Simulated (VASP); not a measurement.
# As (Im-3m) in VASP: further runs

The runs below take As through single point, with PBE.

All numbers are computed with VASP 6.6.1; they aren't measurements. Logs are shortened: lines on timing, memory, paths and dates and some standing lists are left out, and cuts for length are marked.

**1. The cell of the first run**

It takes space group Im-3m (No. 229, cubic). Conventional cell: a = 3.368 Å, b = 3.368 Å, c = 3.368 Å, α = 90.00°, β = 90.00°, γ = 90.00°. As (site symmetry m-3m) has 14 As at 2.92 to 3.37 Å within 3.8 Å.

This isn't the form of As at room conditions, which is rhombohedral.

**2. Single point, PBE, non-collinear spin, zero start, spin-orbit coupling**

Input file INCAR:

```
SYSTEM = As
ALGO = Normal
EDIFF = 1E-6
ENCUT = 520
GGA = PE
GGA_COMPAT = .False.
ISIF = 2
ISMEAR = -1
LASPH = .True.
LCHARG = .False.
LORBIT = 11
LORBMOM = .True.
LREAL = .False.
LSORBIT = .True.
LWAVE = .False.
MAGMOM = 0 0 0
NBANDS = 16
NELM = 150
PREC = Accurate
SIGMA = 0.05
```

Input file KPOINTS:

```
k-points
0
Gamma
  17 17 17
  0 0 0
```

Input file POSCAR:

```
As
1.0
   -1.6838922069      1.6838922069      1.6838922069
    1.6838922069     -1.6838922069      1.6838922069
    1.6838922069      1.6838922069     -1.6838922069
As
1
Direct
    0.0000000000      0.0000000000      0.0000000000
```

Potentials or basis: VASP PAW PBE potentials, release 64 (As).

On the command line:

```bash
cat potpaw_PBE.64/As/POTCAR > POTCAR
mpirun -np 1 vasp_ncl > vasp.out
```

OUTCAR:

```text
SYSTEM = As
   EDIFF = 1E-6
   ENCUT = 520
   GGA = PE
   ISIF = 2
   ISMEAR = -1
   LASPH = .True.
   LORBIT = 11
   LREAL = .False.
   LSORBIT = .True.
   NELM = 150
   PREC = Accurate

 ion  position               nearest neighbor table
   1  0.000  0.000  0.000-

  LATTYP: Found a body centered cubic cell.
 ALAT       =     3.3677844138

  Lattice vectors:

 A1 = (  -1.6838922069,   1.6838922069,   1.6838922069)
 A2 = (   1.6838922069,  -1.6838922069,   1.6838922069)
 A3 = (   1.6838922069,   1.6838922069,  -1.6838922069)

Analysis of symmetry for initial positions (statically):
=====================================================================
 Subroutine PRICEL returns:
 Original cell was already a primitive cell.

 Routine SETGRP: Setting up the symmetry group for a
 body centered cubic supercell.

 Subroutine GETGRP returns: Found 48 space group operations
 (whereof 48 operations were pure point group operations)
 out of a pool of 48 trial point group operations.

The static configuration has the point symmetry O_h .

Analysis of symmetry for dynamics (positions and initial velocities):
=====================================================================
 Subroutine PRICEL returns:
 Original cell was already a primitive cell.

 Routine SETGRP: Setting up the symmetry group for a
 body centered cubic supercell.

 Subroutine GETGRP returns: Found 48 space group operations
 (whereof 48 operations were pure point group operations)
 out of a pool of 48 trial point group operations.

The dynamic configuration has the point symmetry O_h .

Analysis of structural, dynamic, and magnetic symmetry:
=====================================================================
 Subroutine PRICEL returns:
 Original cell was already a primitive cell.

 Routine SETGRP: Setting up the symmetry group for a
 body centered cubic supercell.

 Subroutine GETGRP returns: Found 48 space group operations
 (whereof 48 operations were pure point group operations)
 out of a pool of 48 trial point group operations.

The overall configuration has the point symmetry O_h .

 Subroutine INISYM returns: Found 48 space group operations
 (whereof 48 operations are pure point group operations),
 and found     1 'primitive' translations

----------------------------------------------------------------------------------------

                                     Primitive cell

  volume of cell :      19.0987

  direct lattice vectors                    reciprocal lattice vectors
    -1.683892207  1.683892207  1.683892207     0.000000000  0.296931121  0.296931121
     1.683892207 -1.683892207  1.683892207     0.296931121  0.000000000  0.296931121
     1.683892207  1.683892207 -1.683892207     0.296931121  0.296931121  0.000000000

  length of vectors
     2.916586857  2.916586857  2.916586857     0.419924018  0.419924018  0.419924018

  position of ions in fractional coordinates (direct lattice)
     0.000000000  0.000000000  0.000000000

  ion indices of the primitive-cell ions
   primitive index   ion index
                 1           1

----------------------------------------------------------------------------------------

 KPOINTS: k-points

Automatic generation of k-mesh.
 Grid dimensions read from file:
 generate k-points for:   17   17   17

 Generating k-lattice:

  Cartesian coordinates                     Fractional coordinates (reciprocal lattice)
     0.000000000  0.017466537  0.017466537     0.058823529  0.000000000  0.000000000
     0.017466537  0.000000000  0.017466537     0.000000000  0.058823529  0.000000000
     0.017466537  0.017466537  0.000000000     0.000000000  0.000000000  0.058823529

  Length of vectors
     0.024701413  0.024701413  0.024701413

  Shift w.r.t. Gamma in fractional coordinates (k-lattice)
     0.000000000  0.000000000  0.000000000

 Subroutine IBZKPT returns following result:
 ===========================================

 Found    165 irreducible k-points:

[... 46 lines left out ...]
   LREAL  =      F    real-space projection
   EDIFFG = 0.1E-04   stopping-criterion for IOM
   NSW    =      0    number of steps for IOM
   IBRION =     -1    ionic relax: 0-MD 1-quasi-New 2-CG
   NFREE  =      0    steps in history (QN), initial steepest desc. (CG)
   ISIF   =      2    stress and relaxation
   ISYM   =      2    0-nonsym 1-usesym 2-fastsym
   POTIM  = 0.5000    time-step for ionic-motion
   TEBEG  =    0.0;   TEEND  =   0.0 temperature during run
   PSTRESS=    0.0 pullay stress
   NELECT =       5.0000    total number of electrons
   NUPDOWN=      -1.0000    fix difference up-down
   EMIN   =  10.00;   EMAX   =-10.00  energy-range for DOS
   EFERMI =   0.00;   METHOD = LEGACY
   ISMEAR =    -1;   SIGMA  =   0.05  broadening in eV -4-tet -1-fermi 0-gaus
   EFERMI_NEDOS =   21; number of points for ismear=-14 and -15
   IALGO  =     38    algorithm
   IMIX   =      4    mixing-type and parameters
     AMIX     =   0.40;   BMIX     =  1.00
     AMIX_MAG =   1.60;   BMIX_MAG =  1.00
  volume/ion in A,a.u.               =      19.10       128.88
  Fermi-wavevector in a.u.,A,eV,Ry     =   1.047283  1.979077 14.922881  1.096801
  Thomas-Fermi vector in A             =   2.182156
   LORBIT       =     11    0 simple, 1 ext, 2 COOP (PROOUT), +10 PAW based schemes
   GGA     = PE    functional components
   LHFCALC =     F    Hartree Fock is set to
   AEXX    =    0.0000 exact exchange contribution
   IVDW    =     0    specifies the selected vdW correction
   LEPSILON=     F    determine dielectric tensor
   LRPA    =     F    only Hartree local field effects (RPA)
  energy-cutoff  :      520.00
  volume of cell :       19.10
 maximum number of plane-waves:      1066
 NGX is ok and might be reduce to    24
   NGX = 11   NGY = 11   NGZ = 11

 number of electron       5.0000000 magnetization       0.0000000      0.0000000      0.0000000

 number of electron       4.9999999 magnetization       0.0000000     -0.0000000      0.0000000

 number of electron       4.9999999 magnetization      -0.0000000      0.0000000     -0.0000000

 Free energy of the ion-electron system (eV)
  ---------------------------------------------------
  ext. energy  EPLUGINS =         0.00000000
  ---------------------------------------------------
  free energy    TOTEN  =        -4.24309903 eV

  energy without entropy =       -4.23696493  energy(sigma->0) =       -4.24003198

 E-fermi :   6.4295     XC(G=0): -10.7582

 val. band max:        6.4192304689   @ k =  -0.3529   0.3529   0.2353
 cond. band min:       6.4396763661   @ k =   0.2353   0.1176   0.1176
 fundamental gap:      0.0204458971
 Fermi energy:         6.4295086501

 k-point     1 :       0.0000    0.0000    0.0000
  band No.  band energies     occupation
      1      -8.6006      1.00000
      2      -8.6006      1.00000
      3      11.9146      0.00000
      4      11.9146      0.00000
      5      12.5006      0.00000
      6      12.5006      0.00000
[... 433 lines left out ...]
      3       5.0520      1.00000
      4       5.0520      1.00000
      5       7.5448      0.00000
      6       7.5448      0.00000
[... 8 lines left out ...]
     15      22.4223      0.00000
     16      22.4223      0.00000

 [... further k-points ...]

------------------------ aborting loop because EDIFF is reached ----------------------------------------

  FORCE on cell =-STRESS in cart. coord.  units (eV):
  Direction    XX          YY          ZZ          XY          YZ          ZX
  --------------------------------------------------------------------------------------
  -------------------------------------------------------------------------------------
  Total        0.0082273      0.0082273      0.0082273     -0.0000000      0.0000000      0.0000000
  in kB        0.6901821      0.6901821      0.6901821     -0.0000000      0.0000000      0.0000000
  external PRESSURE =       0.6901821 kB  Pullay stress =       0.0000000 kB

 VOLUME and BASIS-vectors are now :
 -----------------------------------------------------------------------------
  energy-cutoff  :      520.00
  volume of cell :       19.10
      direct lattice vectors                 reciprocal lattice vectors
    -1.683892207  1.683892207  1.683892207     0.000000000  0.296931121  0.296931121
     1.683892207 -1.683892207  1.683892207     0.296931121  0.000000000  0.296931121
     1.683892207  1.683892207 -1.683892207     0.296931121  0.296931121  0.000000000

 POSITION                                       TOTAL-FORCE (eV/Angst)
 -----------------------------------------------------------------------------------
      0.00000      0.00000      0.00000        -0.000000      0.000000     -0.000000
 -----------------------------------------------------------------------------------
    total drift:                                0.000000     -0.000000      0.000000

  FREE ENERGIE OF THE ION-ELECTRON SYSTEM (eV)
  ---------------------------------------------------
  free  energy   TOTEN  =        -4.2430990306 eV

  energy  without entropy=       -4.2369649304  energy(sigma->0) =       -4.24003198

 orbital moment (x)

 # of ion     p       d       tot
 ----------------------------------------
  1        -0.000   0.000  -0.000
 ----------------------------------------
           -0.000   0.000  -0.000

 orbital moment (y)

 # of ion     p       d       tot
 ----------------------------------------
  1         0.000   0.000   0.000
 ----------------------------------------
            0.000   0.000   0.000

 orbital moment (z)

 # of ion     p       d       tot
 ----------------------------------------
  1         0.000   0.000   0.000
 ----------------------------------------
            0.000   0.000   0.000

 Spin-Orbit-Coupling matrix elements

 Ion:    1  E_soc:     -0.0267735
 l=   1
     0.0000000    -0.0044480    -0.0044480
    -0.0044480     0.0000000    -0.0044480
    -0.0044480    -0.0044480     0.0000000
 l=   2
     0.0000000    -0.0000035     0.0000000    -0.0000035    -0.0000108
    -0.0000035     0.0000000    -0.0000081    -0.0000035    -0.0000027
     0.0000000    -0.0000081     0.0000000    -0.0000081     0.0000000
    -0.0000035    -0.0000035    -0.0000081     0.0000000    -0.0000027
    -0.0000108    -0.0000027     0.0000000    -0.0000027     0.0000000
 l=   3
     0.0000000     0.0000000     0.0000000     0.0000000     0.0000000     0.0000000     0.0000000
     0.0000000     0.0000000     0.0000000     0.0000000     0.0000000     0.0000000     0.0000000
     0.0000000     0.0000000     0.0000000     0.0000000     0.0000000     0.0000000     0.0000000
     0.0000000     0.0000000     0.0000000     0.0000000     0.0000000     0.0000000     0.0000000
     0.0000000     0.0000000     0.0000000     0.0000000     0.0000000     0.0000000     0.0000000
     0.0000000     0.0000000     0.0000000     0.0000000     0.0000000     0.0000000     0.0000000
     0.0000000     0.0000000     0.0000000     0.0000000     0.0000000     0.0000000     0.0000000

 total charge

# of ion       s       p       d       tot
------------------------------------------
    1        1.339   1.222   0.049   2.610

 magnetization (x)

# of ion       s       p       d       tot
------------------------------------------
    1        0.000  -0.000  -0.000  -0.000

 magnetization (y)

# of ion       s       p       d       tot
------------------------------------------
    1       -0.000   0.000  -0.000  -0.000

 magnetization (z)

# of ion       s       p       d       tot
------------------------------------------
    1        0.000   0.000  -0.000   0.000
```

Run time: 58 s. Hardware: 1 thread of Intel Xeon Platinum 8259CL at 2.50GHz (Skylake/Cascade Lake), shared host; peak memory 0.24 GiB.

Results:

| Quantity | Value |
| --- | --- |
| Free energy | -4.2431 eV |
| Pressure | 0.1 GPa |
| Net moment | 0.00 μB per cell |
| Valence electrons inside the program's atomic spheres | As 2.61 |

Moments on the atoms (μB; x, y, z):
```
As  0.00 0.00 0.00
```

**3. Single point, PBE, non-collinear spin, zero start, spin-orbit coupling**

Input file INCAR:

```
ALGO = Normal
EDIFF = 1E-6
ENCUT = 520
GGA = PE
GGA_COMPAT = F
ISIF = 2
ISMEAR = -1
LASPH = T
LCHARG = F
LORBIT = 11
LORBMOM = T
LREAL = F
LSORBIT = T
LWAVE = F
MAGMOM = 0 0 0
NBANDS = 16
NELM = 150
PREC = Accurate
SIGMA = 0.05
```

Input file KPOINTS:

```
k-points
0
Gamma
  17 17 17
```

POSCAR is that of step 2.

Potentials or basis: VASP PAW PBE potentials, release 64 (As).

On the command line:

```bash
cat potpaw_PBE.64/As/POTCAR > POTCAR
mpirun -np 1 vasp_ncl > vasp.out
```

Run time: 61 s. Hardware: 1 thread of Intel Xeon Platinum 8259CL at 2.50GHz (Skylake/Cascade Lake), shared host; peak memory 0.24 GiB.

Results (log left out):

| Quantity | Value |
| --- | --- |
| Free energy | -4.2431 eV |
| Pressure | 0.1 GPa |
| Net moment | 0.00 μB per cell |
| Valence electrons inside the program's atomic spheres | As 2.61 |

Moments on the atoms (μB; x, y, z):
```
As  0.00 0.00 0.00
```
